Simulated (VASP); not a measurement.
Input of a VASP 6.6.1 run:

The input INCAR:

```
SYSTEM = H12C3N4
PREC = Accurate
ENCUT = 520
EDIFF = 1E-6
ISMEAR = -1
SIGMA = 0.02
LREAL = Auto
LASPH = .True.
NELM = 60
ALGO = Normal
ISIF = 2
LWAVE = .False.
LCHARG = .False.
GGA = PE
NBANDS = 69
```

KPOINTS

```
regular mesh
0
Gamma
  1 1 1
  0 0 0
```

POSCAR

```
H12C3N4
1.0
    8.4004530000      0.0000000000      0.0000000000
    0.0000000000      8.4004530000      0.0000000000
    0.0000000000      0.0000000000      8.4004530000
C N H
6 8 24
Direct
    0.8558761486      0.4104845393      0.0315585478
    0.7905108151      0.3859067860      0.1893829591
    0.5055512727      0.7148517041      0.1317908929
    0.3561143495      0.6333188177      0.1606236095
    0.8995053734      0.6983808206      0.5235653961
    1.0488988271      0.6543409357      0.5972124012
    0.7363261014      0.3692451843      0.3158029506
    0.2357900324      0.5686825874      0.1822343809
    1.1689769127      0.6191484767      0.6565080397
    0.4168977978      0.9213903110      0.6986974029
    0.1932163046      0.1832196643      0.2962590664
   -0.0262486854      0.8896968395      0.1781024420
    0.5229874888      0.4359784337      0.7655494016
    0.0805694492      0.2022562709      0.7461100507
    0.9403190952      0.5103862899      0.0347386794
    0.9207026264      0.3048706255     -0.0111283702
    0.7591286802      0.4371369649     -0.0531329178
    0.5890887263      0.6933401686      0.2298821465
    0.5583128070      0.6697258922      0.0208626425
    0.4850117862      0.8434553864      0.1203241962
    0.8287756924      0.7707123707      0.6064638849
    0.9203619759      0.7673551891      0.4130429361
    0.8321481582      0.5904099964      0.4928390985
    0.5165062237      0.8837935811      0.7592125295
    0.3471779862      0.8216927482      0.6848317396
    0.4560900352      0.9501166623      0.5868926409
    0.1710254533      0.2975570478      0.2596976469
    0.1954282484      0.1885062029      0.4179721917
    0.3083126988      0.1619644239      0.2628238920
    0.0384734290      0.9879359705      0.2143360468
    0.0554197209      0.8042665512      0.1483561073
   -0.0792244524      0.9222753680      0.0735241605
    0.5783549927      0.3880558005      0.6680768613
    0.4716259554      0.3417209653      0.8230472652
    0.4296088669      0.5011207558      0.7217194575
    0.0123746194      0.1828543947      0.6471958883
    0.1337137792      0.3106530156      0.7295888852
    0.1696458075      0.1188213570      0.7454124498
```

Potentials or basis: VASP PAW PBE potentials, release 64 (C, N, H).

The run is started by

```sh
$ cat potpaw_PBE.64/C/POTCAR potpaw_PBE.64/N/POTCAR potpaw_PBE.64/H/POTCAR > POTCAR
$ mpirun -np 1 vasp_gam > vasp.out
```

(1) What does it give for the band gap on the k mesh?

(2) Estimate the pressure.

(3) What does it give for the largest force?

Results:

(1) 3.95 eV.

(2) -0.2 GPa.

(3) 0.409 eV/Å.

Caveat: the k points lie up to 0.75 Å⁻¹ apart.
